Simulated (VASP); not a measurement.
# Si7Ge in VASP: notebook

Runs on Si7Ge. Level: r2SCAN. Tasks: single point, relaxation of cell and atoms.

All numbers are computed with VASP 6.6.1; they aren't measurements. Logs are shortened: lines on timing, memory, paths and dates and some standing lists are left out, and cuts for length are marked.

## (1) The cell of the first run

It takes space group P-42m (No. 111, tetragonal). Conventional cell: a = 5.577 Å, b = 5.577 Å, c = 5.389 Å, α = 90.00°, β = 90.00°, γ = 90.00°. Within 3.1 Å of Si (site symmetry m) lie 3 Si at 2.38 Å and 1 Ge at 2.41 Å. Si (site symmetry 222) has 4 Si at 2.38 Å within 3.1 Å. Si (site symmetry -42m) has 4 Si at 2.38 Å within 3.1 Å. Within 3.2 Å of Ge (site symmetry -42m) lie 4 Si at 2.41 Å.

## (2) Single point, r2SCAN (biaxial strain in the a-b plane: +2.0 %, then relaxed in part)

POSCAR reads:

```
Si7Ge
1.0
    5.5773278003      0.0000000000      0.0000000000
    0.0000000000      5.5773278003      0.0000000000
    0.0000000000      0.0000000000      5.3890390897
Si Ge
7 1
Direct
    0.2524353973      0.2524353973      0.2525568314
    0.0000000000      0.5000000000      0.5000000000
    0.5000000000      0.5000000000      0.0000000000
    0.5000000000      0.0000000000      0.5000000000
    0.7475646027      0.2524353973      0.7474431686
    0.7475646027      0.7475646027      0.2525568314
    0.2524353973      0.7475646027      0.7474431686
    0.0000000000      0.0000000000      0.0000000000
```

INCAR.step1 reads:

```
SYSTEM = Si7Ge
PREC     = Accurate       ! precision mode
ENCUT    = 520            ! plane-wave cutoff, eV
ISMEAR   = 0              ! smearing method
SIGMA    = 0.02           ! smearing width, eV
LREAL    = .False.        ! projectors in reciprocal space
LASPH    = .True.         ! aspherical terms in the spheres
NELM     = 80             ! most SCF steps
NBANDS   = 31             ! bands
GGA      = PE             ! functional
ALGO     = Normal         ! electronic algorithm
EDIFF    = 1E-4           ! SCF threshold, eV
LWAVE    = .True.         ! write WAVECAR
LCHARG   = .False.        ! write CHGCAR
```

INCAR.step2 reads:

```
SYSTEM = Si7Ge
PREC     = Accurate       ! precision mode
ENCUT    = 520            ! plane-wave cutoff, eV
EDIFF    = 1E-6           ! SCF threshold, eV
ISMEAR   = 0              ! smearing method
SIGMA    = 0.02           ! smearing width, eV
LREAL    = .False.        ! projectors in reciprocal space
LASPH    = .True.         ! aspherical terms in the spheres
NELM     = 80             ! most SCF steps
ALGO     = Normal         ! electronic algorithm
ISIF     = 2              ! what is computed and relaxed
LWAVE    = .False.        ! write WAVECAR
LCHARG   = .False.        ! write CHGCAR
METAGGA  = R2SCAN         ! meta-GGA
LMIXTAU  = .True.       
NBANDS   = 31             ! bands
ISTART   = 1
```

KPOINTS reads:

```
Automatic mesh
0
Gamma
  8 8 8
  0 0 0
```

Potentials or basis: VASP PAW PBE potentials, release 64 (Si, Ge_d).

Command:

```
> cat potpaw_PBE.64/Si/POTCAR potpaw_PBE.64/Ge_d/POTCAR > POTCAR
> cp INCAR.step1 INCAR
> mpirun -np 1 vasp_std > vasp.out
> cp INCAR.step2 INCAR
> mpirun -np 1 vasp_std > vasp.out
```

OUTCAR:

```text
SYSTEM = Si7Ge
   PREC = Accurate
   ENCUT = 520
   EDIFF = 1E-6
   ISMEAR = 0
   LREAL = .False.
   LASPH = .True.
   NELM = 80
   ISIF = 2
   METAGGA = R2SCAN
   ISTART = 1

 ion  position               nearest neighbor table
   1  0.252  0.252  0.253-   3 2.38   2 2.38   4 2.38   8 2.41
   2  0.000  0.500  0.500-   1 2.38   5 2.38   6 2.38   7 2.38
   3  0.500  0.500  0.000-   1 2.38   5 2.38   6 2.38   7 2.38
   4  0.500  0.000  0.500-   1 2.38   5 2.38   6 2.38   7 2.38
   5  0.748  0.252  0.747-   3 2.38   2 2.38   4 2.38   8 2.41
   6  0.748  0.748  0.253-   3 2.38   2 2.38   4 2.38   8 2.41
   7  0.252  0.748  0.747-   3 2.38   2 2.38   4 2.38   8 2.41
   8  0.000  0.000  0.000-   1 2.41   5 2.41   6 2.41   7 2.41

  LATTYP: Found a simple tetragonal cell.
 ALAT       =     5.5773278003
 C/A-ratio  =     0.9662403364

  Lattice vectors:

 A1 = (   5.5773278003,   0.0000000000,   0.0000000000)
 A2 = (   0.0000000000,   5.5773278003,   0.0000000000)
 A3 = (   0.0000000000,   0.0000000000,   5.3890390897)

Analysis of symmetry for initial positions (statically):
=====================================================================
 Subroutine PRICEL returns:
 Original cell was already a primitive cell.

 Routine SETGRP: Setting up the symmetry group for a
 simple tetragonal supercell.

 Subroutine GETGRP returns: Found  8 space group operations
 (whereof  8 operations were pure point group operations)
 out of a pool of 16 trial point group operations.

The static configuration has the point symmetry D_2d.

Analysis of symmetry for dynamics (positions and initial velocities):
=====================================================================
 Subroutine PRICEL returns:
 Original cell was already a primitive cell.

 Routine SETGRP: Setting up the symmetry group for a
 simple tetragonal supercell.

 Subroutine GETGRP returns: Found  8 space group operations
 (whereof  8 operations were pure point group operations)
 out of a pool of 16 trial point group operations.

The dynamic configuration has the point symmetry D_2d.

 Subroutine INISYM returns: Found  8 space group operations
 (whereof  8 operations are pure point group operations),
 and found     1 'primitive' translations

----------------------------------------------------------------------------------------

                                     Primitive cell

  volume of cell :     167.6346

  direct lattice vectors                    reciprocal lattice vectors
     5.577327800  0.000000000  0.000000000     0.179297333  0.000000000  0.000000000
     0.000000000  5.577327800  0.000000000     0.000000000  0.179297333  0.000000000
     0.000000000  0.000000000  5.389039090     0.000000000  0.000000000  0.185561838

  length of vectors
     5.577327800  5.577327800  5.389039090     0.179297333  0.179297333  0.185561838

  position of ions in fractional coordinates (direct lattice)
     0.252435397  0.252435397  0.252556831
     0.000000000  0.500000000  0.500000000
     0.500000000  0.500000000  0.000000000
     0.500000000  0.000000000  0.500000000
     0.747564603  0.252435397  0.747443169
     0.747564603  0.747564603  0.252556831
     0.252435397  0.747564603  0.747443169
     0.000000000  0.000000000  0.000000000

  ion indices of the primitive-cell ions
   primitive index   ion index
                 1           1
                 2           2
                 3           3
                 4           4
                 5           5
                 6           6
                 7           7
                 8           8

----------------------------------------------------------------------------------------

 KPOINTS: Automatic mesh

Automatic generation of k-mesh.
 Grid dimensions read from file:
 generate k-points for:    8    8    8

 Generating k-lattice:

  Cartesian coordinates                     Fractional coordinates (reciprocal lattice)
     0.022412167  0.000000000  0.000000000     0.125000000  0.000000000  0.000000000
     0.000000000  0.022412167  0.000000000     0.000000000  0.125000000  0.000000000
     0.000000000  0.000000000  0.023195230     0.000000000  0.000000000  0.125000000

  Length of vectors
     0.022412167  0.022412167  0.023195230

  Shift w.r.t. Gamma in fractional coordinates (k-lattice)
     0.000000000  0.000000000  0.000000000

 Subroutine IBZKPT returns following result:
 ===========================================

 Found     75 irreducible k-points:

 Following reciprocal coordinates:
            Coordinates               Weight
  0.000000  0.000000  0.000000      1.000000
  0.125000  0.000000  0.000000      4.000000
  0.250000  0.000000  0.000000      4.000000
  0.375000  0.000000  0.000000      4.000000
  0.500000  0.000000  0.000000      2.000000
  0.125000  0.125000  0.000000      4.000000
[... 16 lines left out ...]
  0.375000  0.125000  0.125000     16.000000
  0.500000  0.125000  0.125000      8.000000
 [... further k-points ...]
   k-points           NKPTS =     75   k-points in BZ     NKDIM =     75   number of bands    NBANDS=     31
   number of dos      NEDOS =    301   number of ions     NIONS =      8
   total plane-waves  NPLWV =  70560
   dimension x,y,z NGX =    42 NGY =   42 NGZ =   40
   dimension x,y,z NGXF=    84 NGYF=   84 NGZF=   80
   ions per type =               7   1
   NGX,Y,Z   is equivalent  to a cutoff of  12.52, 12.52, 12.34 a.u.
   NGXF,Y,Z  is equivalent  to a cutoff of  25.04, 25.04, 24.68 a.u.
 SYSTEM =  Si7Ge
   PREC   = accura    normal or accurate (medium, high low for compatibility)
   ISTART =      1    job   : 0-new  1-cont  2-samecut
   ICHARG =      0    charge: 1-file 2-atom 10-const
   ISPIN  =      1    spin polarized calculation?
   LNONCOLLINEAR =      F non collinear calculations
   LSORBIT =      F    spin-orbit coupling
   LASPH  =      T    aspherical Exc in radial PAW
   ENCUT  =  520.0 eV  38.22 Ry    6.18 a.u.  10.37 10.37 10.02*2*pi/ulx,y,z
   NELM   =     80;   NELMIN=  2; NELMDL=  0     # of ELM steps
   EDIFF  = 0.1E-05   stopping-criterion for ELM
   LREAL  =      F    real-space projection
   EDIFFG = 0.1E-04   stopping-criterion for IOM
   NSW    =      0    number of steps for IOM
   IBRION =     -1    ionic relax: 0-MD 1-quasi-New 2-CG
   NFREE  =      0    steps in history (QN), initial steepest desc. (CG)
   ISIF   =      2    stress and relaxation
   ISYM   =      2    0-nonsym 1-usesym 2-fastsym
   POTIM  = 0.5000    time-step for ionic-motion
   TEBEG  =    0.0;   TEEND  =   0.0 temperature during run
   PSTRESS=    0.0 pullay stress
   NELECT =      42.0000    total number of electrons
   NUPDOWN=      -1.0000    fix difference up-down
   EMIN   =  10.00;   EMAX   =-10.00  energy-range for DOS
   EFERMI =   0.00;   METHOD = LEGACY
   ISMEAR =     0;   SIGMA  =   0.02  broadening in eV -4-tet -1-fermi 0-gaus
   EFERMI_NEDOS =   21; number of points for ismear=-14 and -15
   IALGO  =     38    algorithm
   IMIX   =      4    mixing-type and parameters
     AMIX     =   0.40;   BMIX     =  1.00
     AMIX_MAG =   1.60;   BMIX_MAG =  1.00
  volume/ion in A,a.u.               =      20.95       141.41
  Fermi-wavevector in a.u.,A,eV,Ry     =   1.032056  1.950304 14.492111  1.065140
  Thomas-Fermi vector in A             =   2.166235
   LORBIT       =      0    0 simple, 1 ext, 2 COOP (PROOUT), +10 PAW based schemes
   METAGGA = R2SCAN    functional components
   LHFCALC =     F    Hartree Fock is set to
   AEXX    =    0.0000 exact exchange contribution
   IVDW    =     0    specifies the selected vdW correction
   LEPSILON=     F    determine dielectric tensor
   LRPA    =     F    only Hartree local field effects (RPA)
 non-spin polarized calculation
 Gauss-broadening in eV      SIGMA  =   0.02
  energy-cutoff  :      520.00
  volume of cell :      167.63
 maximum number of plane-waves:      4548
 NGX is ok and might be reduce to    42
   NGX = 21   NGY = 21   NGZ = 21

 number of electron      41.9999984 magnetization

 Free energy of the ion-electron system (eV)
  ---------------------------------------------------
  ext. energy  EPLUGINS =         0.00000000
  ---------------------------------------------------
  free energy    TOTEN  =       -75.18764285 eV

  energy without entropy =      -75.18764285  energy(sigma->0) =      -75.18764285

 E-fermi :   5.6112     XC(G=0):  -9.8711

 val. band max:        5.4714565771   @ k =   0.0000   0.0000   0.0000
 cond. band min:       5.9010908160   @ k =   0.0000   0.0000   0.1250
 fundamental gap:      0.4296342389
 Fermi energy:         5.6112350268

 k-point     1 :       0.0000    0.0000    0.0000
  band No.  band energies     occupation
      1     -19.4737      2.00000
      2     -19.4737      2.00000
      3     -19.4730      2.00000
      4     -19.4468      2.00000
      5     -19.4430      2.00000
      6      -7.1150      2.00000
[... 23 lines left out ...]
     30       8.1146      0.00000
     31       8.4654      0.00000

 k-point     2 :       0.1250    0.0000    0.0000
  band No.  band energies     occupation
      1     -19.4738      2.00000
      2     -19.4737      2.00000
      3     -19.4730      2.00000
      4     -19.4468      2.00000
      5     -19.4430      2.00000
      6      -7.0472      2.00000
[... 23 lines left out ...]
     30       8.4955      0.00000
     31       8.9043      0.00000

 k-point     3 :       0.2500    0.0000    0.0000
  band No.  band energies     occupation
      1     -19.4738      2.00000
      2     -19.4737      2.00000
      3     -19.4730      2.00000
      4     -19.4468      2.00000
      5     -19.4430      2.00000
      6      -6.8447      2.00000
[... 23 lines left out ...]
     30       9.3614      0.00000
     31       9.6447      0.00000

 k-point     4 :       0.3750    0.0000    0.0000
  band No.  band energies     occupation
      1     -19.4738      2.00000
      2     -19.4737      2.00000
      3     -19.4730      2.00000
      4     -19.4467      2.00000
      5     -19.4429      2.00000
      6      -6.5112      2.00000
[... 635 lines left out ...]
     30       9.2070      0.00000
     31      10.7105      0.00000

 k-point    23 :       0.3750    0.1250    0.1250
  band No.  band energies     occupation
      1     -19.4738      2.00000
      2     -19.4738      2.00000
      3     -19.4730      2.00000
      4     -19.4467      2.00000
      5     -19.4429      2.00000
      6      -6.3796      2.00000
[... 23 lines left out ...]
     30      10.1158      0.00000
     31      10.3626      0.00000

 k-point    24 :       0.5000    0.1250    0.1250
  band No.  band energies     occupation
      1     -19.4738      2.00000
      2     -19.4738      2.00000
      3     -19.4730      2.00000
      4     -19.4467      2.00000
      5     -19.4429      2.00000
      6      -6.0061      2.00000
[... 23 lines left out ...]
     30      10.2996      0.00000
     31      10.4167      0.00000

 [... further k-points ...]
[... 5 lines left out ...]
  --------------------------------------------------------------------------------------
  -------------------------------------------------------------------------------------
  Total       -3.6945027     -3.6945027     -0.1772603      0.0000000      0.0000000      0.0000000
  in kB      -35.3104208    -35.3104208     -1.6941752      0.0000000      0.0000000      0.0000000
  external PRESSURE =     -24.1050056 kB  Pullay stress =       0.0000000 kB

 VOLUME and BASIS-vectors are now :
 -----------------------------------------------------------------------------
  energy-cutoff  :      520.00
  volume of cell :      167.63
      direct lattice vectors                 reciprocal lattice vectors
     5.577327800  0.000000000  0.000000000     0.179297333  0.000000000  0.000000000
     0.000000000  5.577327800  0.000000000     0.000000000  0.179297333  0.000000000
     0.000000000  0.000000000  5.389039090     0.000000000  0.000000000  0.185561838

 POSITION                                       TOTAL-FORCE (eV/Angst)
 -----------------------------------------------------------------------------------
      1.40791      1.40791      1.36104         0.009218      0.009218      0.008485
      0.00000      2.78866      2.69452         0.000000      0.000000      0.000000
      2.78866      2.78866      0.00000         0.000000      0.000000      0.000000
      2.78866      0.00000      2.69452        -0.000000      0.000000     -0.000000
      4.16941      1.40791      4.02800        -0.009218      0.009218     -0.008485
      4.16941      4.16941      1.36104        -0.009218     -0.009218      0.008485
      1.40791      4.16941      4.02800         0.009218     -0.009218     -0.008485
      0.00000      0.00000      0.00000         0.000000     -0.000000      0.000000
 -----------------------------------------------------------------------------------
    total drift:                               -0.000000     -0.000000      0.000000

  FREE ENERGIE OF THE ION-ELECTRON SYSTEM (eV)
  ---------------------------------------------------
  free  energy   TOTEN  =       -75.1876428493 eV

  energy  without entropy=      -75.1876428493  energy(sigma->0) =      -75.18764285
```

It took 11 min on 1 thread of Intel Xeon 6975P-C (Granite Rapids), shared host; peak memory 0.48 GiB.

What came out:

```
Free energy            : -75.1876 eV
Pressure               : -2.4 GPa
Largest force          : 0.016 eV/Å
Band gap on the k mesh : 0.43 eV (least direct gap 0.44 eV)
```

Forces in eV/Å, atoms in the order of the input:
```
Si   0.009  0.009  0.008
Si   0.000  0.000  0.000
Si   0.000  0.000  0.000
Si   0.000  0.000  0.000
Si  -0.009  0.009 -0.008
Si  -0.009 -0.009  0.008
Si   0.009 -0.009 -0.008
Ge   0.000  0.000  0.000
```

Caveat: the cell differs from its parent crystal (biaxial strain in the a-b plane: +2.0 %, then relaxed in part); semilocal functionals underestimate gaps, and a narrow one can read as zero; the PAW data sets were made with another functional, which shifts forces and pressure a little. A k mesh can miss the band edges.

(Part 1 of 2 ends here.)
